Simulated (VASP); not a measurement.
A run of VASP 6.6.1 is set up as follows.

POSCAR

```
In
1.0
    3.3130983036      0.0000000000      0.0000000000
   -1.6565491518      2.8692272962      0.0000000000
    0.0000000000      0.0000000000      5.4721676924
In
2
Direct
    0.6666666667      0.3333333333      0.7500000000
    0.3333333333      0.6666666667      0.2500000000
```

INCAR.step1

```
PREC = Accurate ; ENCUT = 520
EDIFF = 1E-5 ; ISMEAR = -1
SIGMA = 0.05 ; LREAL = F
LASPH = T ; NELM = 100
ALGO = Normal ; ISIF = 2
LWAVE = T ; LCHARG = F
GGA = PE ; NBANDS = 20
```

INCAR.step2

```
PREC = Accurate ; ENCUT = 520
EDIFF = 1E-6 ; ISMEAR = -1
SIGMA = 0.05 ; LREAL = F
LASPH = T ; NELM = 100
ALGO = Normal ; ISIF = 2
LWAVE = F ; LCHARG = F
GGA = PE ; LHFCALC = T
AEXX = 0.25 ; PRECFOCK = Normal
ISTART = 1 ; NBANDS = 20
```

The input KPOINTS:

```
regular mesh
0
Gamma
  4 4 4
```

Potentials or basis: VASP PAW PBE potentials, release 64 (In_d).

The run is started by

```console
$ cat potpaw_PBE.64/In_d/POTCAR > POTCAR
$ cp INCAR.step1 INCAR
$ mpirun -np 1 vasp_std > vasp.out
$ cp INCAR.step2 INCAR
$ mpirun -np 1 vasp_std > vasp.out
```

Problem. Predict the pressure.

Solution. 2.8 GPa.

Problem. Estimate the band gap on the k mesh.

Solution. Zero (bands 13 and 14 overlap by 7.13 eV).

Stress tensor (GPa, compression positive):
```
 6.34  0.00  0.00
 0.00  6.34  0.00
 0.00  0.00 -4.39
```

Caveat: the k points lie up to 0.55 Å⁻¹ apart, too coarse for converged energies and pressures of a metal; the PAW data sets were made with another functional, which shifts forces and pressure a little; spin-orbit coupling is left out, which moves the levels of the heavy elements.
